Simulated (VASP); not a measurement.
# ZnSe (rocksalt type) (Fm-3m) in VASP: a series of runs

The runs below take ZnSe (rocksalt type) through density of states, with PBEsol.

All numbers are computed with VASP 6.6.1; they aren't measurements. Logs are shortened: lines on timing, memory, paths and dates and some standing lists are left out, and cuts for length are marked.

## 1. The cell of the first run

Symmetry: Fm-3m, No. 225, cubic system. Conventional cell: a = 4.318 Å, b = 4.318 Å, c = 4.318 Å, α = 90.00°, β = 90.00°, γ = 90.00°. Zn (site symmetry m-3m) has 6 Se at 2.16 Å within 2.9 Å. Within 2.9 Å of Se (site symmetry m-3m) lie 6 Zn at 2.16 Å.

## 2. Density of states, PBEsol (volume scaled by 0.55)

POSCAR

```
ZnSe
1.0
    0.0000000000      2.1591307713      2.1591307713
    2.1591307713      0.0000000000      2.1591307713
    2.1591307713      2.1591307713      0.0000000000
Zn Se
1 1
Direct
    0.0000000000      0.0000000000      0.0000000000
    0.5000000000      0.5000000000      0.5000000000
```

INCAR.step1

```
SYSTEM = ZnSe
  PREC = Accurate
  ENCUT = 520
  EDIFF = 1E-6
  ISMEAR = -1
  SIGMA = 0.05
  LREAL = .FALSE.
  LASPH = .TRUE.
  NELM = 60
  ALGO = Normal
  ISIF = 2
  LWAVE = .FALSE.
  LCHARG = .TRUE.
  GGA = PS
  NBANDS = 16
```

KPOINTS.step1

```
regular mesh
0
G
  15 15 15
  0 0 0
```

INCAR.step2

```
SYSTEM = ZnSe
  PREC = Accurate
  ENCUT = 520
  EDIFF = 1E-6
  ISMEAR = -5
  SIGMA = 0.05
  LREAL = .FALSE.
  LASPH = .TRUE.
  NELM = 60
  ALGO = Normal
  ISIF = 2
  LWAVE = .FALSE.
  LCHARG = .FALSE.
  GGA = PS
  LORBIT = 10
  NBANDS = 16
  NEDOS = 1001
  ICHARG = 11
```

KPOINTS.step2

```
regular mesh
0
G
  23 23 23
  0 0 0
```

Potentials or basis: VASP PAW PBE potentials, release 64 (Zn, Se).

Command:

```
$ cat potpaw_PBE.64/Zn/POTCAR potpaw_PBE.64/Se/POTCAR > POTCAR
$ cp INCAR.step1 INCAR
$ cp KPOINTS.step1 KPOINTS
$ mpirun -np 1 vasp_std > vasp.out
$ cp INCAR.step2 INCAR
$ cp KPOINTS.step2 KPOINTS
$ mpirun -np 1 vasp_std > vasp.out
```

OUTCAR:

```text
SYSTEM = ZnSe
   PREC = Accurate
   ENCUT = 520
   EDIFF = 1E-6
   ISMEAR = -5
   LREAL = .FALSE.
   LASPH = .TRUE.
   NELM = 60
   ISIF = 2
   GGA = PS
   LORBIT = 10
   ICHARG = 11

 ion  position               nearest neighbor table
   1  0.000  0.000  0.000-   2 2.16   2 2.16   2 2.16   2 2.16   2 2.16   2 2.16
   2  0.500  0.500  0.500-   1 2.16   1 2.16   1 2.16   1 2.16   1 2.16   1 2.16

  LATTYP: Found a face centered cubic cell.
 ALAT       =     4.3182615426

  Lattice vectors:

 A1 = (   0.0000000000,   2.1591307713,   2.1591307713)
 A2 = (   2.1591307713,   0.0000000000,   2.1591307713)
 A3 = (   2.1591307713,   2.1591307713,   0.0000000000)

Analysis of symmetry for initial positions (statically):
=====================================================================
 Subroutine PRICEL returns:
 Original cell was already a primitive cell.

 Routine SETGRP: Setting up the symmetry group for a
 face centered cubic supercell.

 Subroutine GETGRP returns: Found 48 space group operations
 (whereof 48 operations were pure point group operations)
 out of a pool of 48 trial point group operations.

The static configuration has the point symmetry O_h .

Analysis of symmetry for dynamics (positions and initial velocities):
=====================================================================
 Subroutine PRICEL returns:
 Original cell was already a primitive cell.

 Routine SETGRP: Setting up the symmetry group for a
 face centered cubic supercell.

 Subroutine GETGRP returns: Found 48 space group operations
 (whereof 48 operations were pure point group operations)
 out of a pool of 48 trial point group operations.

The dynamic configuration has the point symmetry O_h .

 Subroutine INISYM returns: Found 48 space group operations
 (whereof 48 operations are pure point group operations),
 and found     1 'primitive' translations

----------------------------------------------------------------------------------------

                                     Primitive cell

  volume of cell :      20.1311

  direct lattice vectors                    reciprocal lattice vectors
     0.000000000  2.159130771  2.159130771    -0.231574672  0.231574672  0.231574672
     2.159130771  0.000000000  2.159130771     0.231574672 -0.231574672  0.231574672
     2.159130771  2.159130771  0.000000000     0.231574672  0.231574672 -0.231574672

  length of vectors
     3.053472020  3.053472020  3.053472020     0.401099098  0.401099098  0.401099098

  position of ions in fractional coordinates (direct lattice)
     0.000000000  0.000000000  0.000000000
     0.500000000  0.500000000  0.500000000

  ion indices of the primitive-cell ions
   primitive index   ion index
                 1           1
                 2           2

----------------------------------------------------------------------------------------

 KPOINTS: regular mesh

Automatic generation of k-mesh.
 Grid dimensions read from file:
 generate k-points for:   23   23   23

 Generating k-lattice:

  Cartesian coordinates                     Fractional coordinates (reciprocal lattice)
    -0.010068464  0.010068464  0.010068464     0.043478261  0.000000000  0.000000000
     0.010068464 -0.010068464  0.010068464     0.000000000  0.043478261  0.000000000
     0.010068464  0.010068464 -0.010068464     0.000000000  0.000000000  0.043478261

  Length of vectors
     0.017439091  0.017439091  0.017439091

  Shift w.r.t. Gamma in fractional coordinates (k-lattice)
     0.000000000  0.000000000  0.000000000

 TETIRR: Found   1662 inequivalent tetrahedra from    73002

 Subroutine IBZKPT returns following result:
 ===========================================

 Found    364 irreducible k-points:

 Following reciprocal coordinates:
            Coordinates               Weight
  0.000000  0.000000  0.000000      1.000000
  0.043478  0.000000  0.000000      8.000000
  0.086957  0.000000  0.000000      8.000000
  0.130435  0.000000  0.000000      8.000000
  0.173913  0.000000  0.000000      8.000000
  0.217391  0.000000  0.000000      8.000000
[... 16 lines left out ...]
  0.478261  0.043478  0.000000     24.000000
 -0.478261  0.043478  0.000000     24.000000
 [... further k-points ...]
   k-points           NKPTS =    364   k-points in BZ     NKDIM =    364   number of bands    NBANDS=     16
   number of dos      NEDOS =   1001   number of ions     NIONS =      2
   total plane-waves  NPLWV =  13824
   dimension x,y,z NGX =    24 NGY =   24 NGZ =   24
   dimension x,y,z NGXF=    48 NGYF=   48 NGZF=   48
   ions per type =               1   1
   NGX,Y,Z   is equivalent  to a cutoff of  13.07, 13.07, 13.07 a.u.
   NGXF,Y,Z  is equivalent  to a cutoff of  26.13, 26.13, 26.13 a.u.
 SYSTEM =  ZnSe
   PREC   = accura    normal or accurate (medium, high low for compatibility)
   ISTART =      0    job   : 0-new  1-cont  2-samecut
   ICHARG =     11    charge: 1-file 2-atom 10-const
   ISPIN  =      1    spin polarized calculation?
   LNONCOLLINEAR =      F non collinear calculations
   LSORBIT =      F    spin-orbit coupling
   LASPH  =      T    aspherical Exc in radial PAW
   ENCUT  =  520.0 eV  38.22 Ry    6.18 a.u.   5.68  5.68  5.68*2*pi/ulx,y,z
   NELM   =     60;   NELMIN=  2; NELMDL=  0     # of ELM steps
   EDIFF  = 0.1E-05   stopping-criterion for ELM
   LREAL  =      F    real-space projection
   EDIFFG = 0.1E-04   stopping-criterion for IOM
   NSW    =      0    number of steps for IOM
   IBRION =     -1    ionic relax: 0-MD 1-quasi-New 2-CG
   NFREE  =      0    steps in history (QN), initial steepest desc. (CG)
   ISIF   =      2    stress and relaxation
   ISYM   =      2    0-nonsym 1-usesym 2-fastsym
   POTIM  = 0.5000    time-step for ionic-motion
   TEBEG  =    0.0;   TEEND  =   0.0 temperature during run
   PSTRESS=    0.0 pullay stress
   NELECT =      18.0000    total number of electrons
   NUPDOWN=      -1.0000    fix difference up-down
   EMIN   =  10.00;   EMAX   =-10.00  energy-range for DOS
   EFERMI =   0.00;   METHOD = LEGACY
   ISMEAR =    -5;   SIGMA  =   0.05  broadening in eV -4-tet -1-fermi 0-gaus
   EFERMI_NEDOS =   21; number of points for ismear=-14 and -15
   IALGO  =     38    algorithm
   IMIX   =      4    mixing-type and parameters
     AMIX     =   0.40;   BMIX     =  1.00
     AMIX_MAG =   1.60;   BMIX_MAG =  1.00
  volume/ion in A,a.u.               =      10.07        67.93
  Fermi-wavevector in a.u.,A,eV,Ry     =   1.577164  2.980407 33.843740  2.487445
  Thomas-Fermi vector in A             =   2.677887
   LORBIT       =     10    0 simple, 1 ext, 2 COOP (PROOUT), +10 PAW based schemes
   GGA     = PS    functional components
   LHFCALC =     F    Hartree Fock is set to
   AEXX    =    0.0000 exact exchange contribution
   IVDW    =     0    specifies the selected vdW correction
   LEPSILON=     F    determine dielectric tensor
   LRPA    =     F    only Hartree local field effects (RPA)
 non-spin polarized calculation
 Fermi weights with tetrahedron method with Bloechl corrections
  energy-cutoff  :      520.00
  volume of cell :       20.13
 maximum number of plane-waves:       556

 number of electron      18.0000016 magnetization

 Free energy of the ion-electron system (eV)
  ---------------------------------------------------
  ext. energy  EPLUGINS =         0.00000000
  ---------------------------------------------------
  free energy    TOTEN  =        -0.42363392 eV

  energy without entropy =       -0.42363392  energy(sigma->0) =       -0.42363392

 E-fermi :  11.8726     XC(G=0): -13.9915

 val. band max:       11.9678827035   @ k =   0.4783   0.0000   0.0000
 cond. band min:      11.8052695344   @ k =  -0.4348   0.4348   0.0000
 fundamental gap:     -0.1626131692
 Fermi energy:        11.8725579399

 k-point     1 :       0.0000    0.0000    0.0000
  band No.  band energies     occupation
      1      -9.3815      2.00000
      2       1.7850      2.00000
      3       1.7850      2.00000
      4       1.7850      2.00000
      5       1.8232      2.00000
      6       1.8232      2.00000
[... 8 lines left out ...]
     15      24.8525      0.00000
     16      24.8526      0.00000

 k-point     2 :       0.0435    0.0000    0.0000
  band No.  band energies     occupation
      1      -9.3383      2.00000
      2       1.7709      2.00000
      3       1.7843      2.00000
      4       1.7843      2.00000
      5       1.8126      2.00000
      6       1.8126      2.00000
[... 8 lines left out ...]
     15      24.0895      0.00000
     16      24.0895      0.00000

 k-point     3 :       0.0870    0.0000    0.0000
  band No.  band energies     occupation
      1      -9.2089      2.00000
      2       1.7270      2.00000
      3       1.7342      2.00000
      4       1.7342      2.00000
      5       1.8305      2.00000
      6       1.8305      2.00000
[... 8 lines left out ...]
     15      23.0903      0.00000
     16      23.0903      0.00000

 k-point     4 :       0.1304    0.0000    0.0000
  band No.  band energies     occupation
      1      -8.9944      2.00000
      2       1.6422      2.00000
      3       1.6422      2.00000
      4       1.6481      2.00000
      5       1.8740      2.00000
      6       1.8740      2.00000
[... 8 lines left out ...]
     15      22.3966      0.00000
     16      23.5297      0.00000
[... 324 lines left out ...]
 k-point    22 :       0.4348    0.0435    0.0000
  band No.  band energies     occupation
      1      -5.7860      2.00000
      2      -1.1073      2.00000
      3       0.8659      2.00000
      4       0.9122      2.00000
      5       2.2889      2.00000
      6       2.3172      2.00000
[... 8 lines left out ...]
     15      28.0791      0.00000
     16      29.5549      0.00000

 k-point    23 :       0.4783    0.0435    0.0000
  band No.  band energies     occupation
      1      -5.3386      2.00000
      2      -1.6312      2.00000
      3       0.8322      2.00000
      4       0.8595      2.00000
      5       2.3248      2.00000
      6       2.3374      2.00000
[... 8 lines left out ...]
     15      28.8544      0.00000
     16      30.5930      0.00000

 k-point    24 :      -0.4783    0.0435    0.0000
  band No.  band energies     occupation
      1      -5.2013      2.00000
      2      -1.7900      2.00000
      3       0.8313      2.00000
      4       0.8381      2.00000
      5       2.3361      2.00000
      6       2.3406      2.00000
[... 8 lines left out ...]
     15      28.5697      0.00000
     16      30.9685      0.00000

 [... further k-points ...]

------------------------ aborting loop because EDIFF is reached ----------------------------------------

  FORCE on cell =-STRESS in cart. coord.  units (eV):
  Direction    XX          YY          ZZ          XY          YZ          ZX
  --------------------------------------------------------------------------------------
  -------------------------------------------------------------------------------------
  Total       24.9522712     24.9522712     24.9522712      0.0000000      0.0000000      0.0000000
  in kB     1985.8837740   1985.8837740   1985.8837740      0.0000000      0.0000000      0.0000000
  external PRESSURE =    1985.8837740 kB  Pullay stress =       0.0000000 kB

 VOLUME and BASIS-vectors are now :
 -----------------------------------------------------------------------------
  energy-cutoff  :      520.00
  volume of cell :       20.13
      direct lattice vectors                 reciprocal lattice vectors
     0.000000000  2.159130771  2.159130771    -0.231574672  0.231574672  0.231574672
     2.159130771  0.000000000  2.159130771     0.231574672 -0.231574672  0.231574672
     2.159130771  2.159130771  0.000000000     0.231574672  0.231574672 -0.231574672

 POSITION                                       TOTAL-FORCE (eV/Angst)
 -----------------------------------------------------------------------------------
      0.00000      0.00000      0.00000         0.000000      0.000000     -0.000000
      2.15913      2.15913      2.15913        -0.000000     -0.000000      0.000000
 -----------------------------------------------------------------------------------
    total drift:                                0.000000     -0.000000     -0.000000

  FREE ENERGIE OF THE ION-ELECTRON SYSTEM (eV)
  ---------------------------------------------------
  free  energy   TOTEN  =        -0.4236339200 eV

  energy  without entropy=       -0.4236339200  energy(sigma->0) =       -0.42363392

 total charge

# of ion       s       p       d       tot
------------------------------------------
    1        0.749   1.056  10.034  11.839
    2        1.483   2.852   0.205   4.540
--------------------------------------------------
tot          2.232   3.909  10.239  16.379
```

Wall time 49 s (1 thread of Intel Xeon 6975P-C, shared host); peak memory 0.24 GiB.

What came out:

```
Valence electrons inside the program's atomic spheres : Zn 11.84; Se 4.54
```

Caveat: the cell differs from its parent crystal (volume scaled by 0.55); the PAW data sets were made with another functional, which shifts forces and pressure a little; tetrahedron occupations give inexact forces and stress in metals.

## 3. Density of states, PBEsol (volume scaled by 0.8)

POSCAR

```
ZnSe
1.0
    0.0000000000      2.4463657024      2.4463657024
    2.4463657024      0.0000000000      2.4463657024
    2.4463657024      2.4463657024      0.0000000000
Zn Se
1 1
Direct
    0.0000000000      0.0000000000      0.0000000000
    0.5000000000      0.5000000000      0.5000000000
```

INCAR.step1

```
SYSTEM = ZnSe
PREC = Accurate
ENCUT = 520
EDIFF = 1E-7
ISMEAR = -1
SIGMA = 0.05
LREAL = .FALSE.
LASPH = .TRUE.
NELM = 60
ALGO = Normal
ISIF = 2
LWAVE = .FALSE.
LCHARG = .TRUE.
GGA = PS
NBANDS = 16
```

KPOINTS.step1 is that of step 2.

INCAR.step2

```
SYSTEM = ZnSe
PREC = Accurate
ENCUT = 520
EDIFF = 1E-7
ISMEAR = -5
SIGMA = 0.05
LREAL = .FALSE.
LASPH = .TRUE.
NELM = 60
ALGO = Normal
ISIF = 2
LWAVE = .FALSE.
LCHARG = .FALSE.
GGA = PS
LORBIT = 11
NBANDS = 16
NEDOS = 1001
ICHARG = 11
```

KPOINTS.step2 is that of step 2.

Potentials or basis: VASP PAW PBE potentials, release 64 (Zn, Se).

Command:

```
$ cat potpaw_PBE.64/Zn/POTCAR potpaw_PBE.64/Se/POTCAR > POTCAR
$ cp INCAR.step1 INCAR
$ cp KPOINTS.step1 KPOINTS
$ mpirun -np 1 vasp_std > vasp.out
$ cp INCAR.step2 INCAR
$ cp KPOINTS.step2 KPOINTS
$ mpirun -np 1 vasp_std > vasp.out
```

Run time: 1.9 min. Hardware: 1 thread of Intel Xeon 6975P-C, shared host; peak memory 0.3 GiB.

The run converged. Its results:

```
Valence electrons inside the program's atomic spheres : Zn 10.95; Se 4.03
```

Levels at points of the mesh, in eV from the Fermi level:
```tsv
k point	band 6	band 7	band 8	band 9	band 10	band 11	band 12	band 13
(0.00, 0.00, 0.00)	-7.41	-0.70	-0.70	-0.70	2.76	8.59	8.59	8.59
```

Caveat: the cell differs from its parent crystal (volume scaled by 0.8); the PAW data sets were made with another functional, which shifts forces and pressure a little; tetrahedron occupations give inexact forces and stress in metals.

## 4. Density of states, PBEsol

This run uses another cell than the first one, of 18.30 Å³/atom, 1.818 times its volume.

POSCAR

```
ZnSe
1.0
    0.0000000000      2.6352675669      2.6352675669
    2.6352675669      0.0000000000      2.6352675669
    2.6352675669      2.6352675669      0.0000000000
Zn Se
1 1
Direct
    0.0000000000      0.0000000000      0.0000000000
    0.5000000000      0.5000000000      0.5000000000
```

INCAR.step1

```
SYSTEM = ZnSe
ALGO = Normal
EDIFF = 1E-6
ENCUT = 520
GGA = PS
ISIF = 2
ISMEAR = -1
LASPH = .TRUE.
LCHARG = .TRUE.
LREAL = .FALSE.
LWAVE = .FALSE.
NBANDS = 16
NELM = 80
PREC = Accurate
SIGMA = 0.05
```

KPOINTS.step1

```
k-points
0
G
  15 15 15
  0 0 0
```

INCAR.step2

```
SYSTEM = ZnSe
ALGO = Normal
EDIFF = 1E-6
ENCUT = 520
GGA = PS
ICHARG = 11
ISIF = 2
ISMEAR = -5
LASPH = .TRUE.
LCHARG = .FALSE.
LORBIT = 10
LREAL = .FALSE.
LWAVE = .FALSE.
NBANDS = 16
NEDOS = 1001
NELM = 80
PREC = Accurate
SIGMA = 0.05
```

KPOINTS.step2

```
k-points
0
G
  23 23 23
  0 0 0
```

Command:

```
$ cat potpaw_PBE.64/Zn/POTCAR potpaw_PBE.64/Se/POTCAR > POTCAR
$ cp INCAR.step1 INCAR
$ cp KPOINTS.step1 KPOINTS
$ mpirun -np 1 vasp_std > vasp.out
$ cp INCAR.step2 INCAR
$ cp KPOINTS.step2 KPOINTS
$ mpirun -np 1 vasp_std > vasp.out
```

It took 95 s on 1 thread of Intel Xeon 6975P-C, shared host; peak memory 0.33 GiB.

Results (log left out):

| Quantity | Value |
| --- | --- |
| Valence electrons inside the program's atomic spheres | Zn 10.66; Se 3.86 |

Levels at points of the mesh, in eV from the Fermi level:
| k point | band 6 | band 7 | band 8 | band 9 | band 10 | band 11 | band 12 | band 13 |
| --- | --- | --- | --- | --- | --- | --- | --- | --- |
| (0.00, 0.00, 0.00) | -6.60 | -0.43 | -0.43 | -0.43 | 1.03 | 8.61 | 8.61 | 8.61 |

Caveat: the PAW data sets were made with another functional, which shifts forces and pressure a little; tetrahedron occupations give inexact forces and stress in metals.
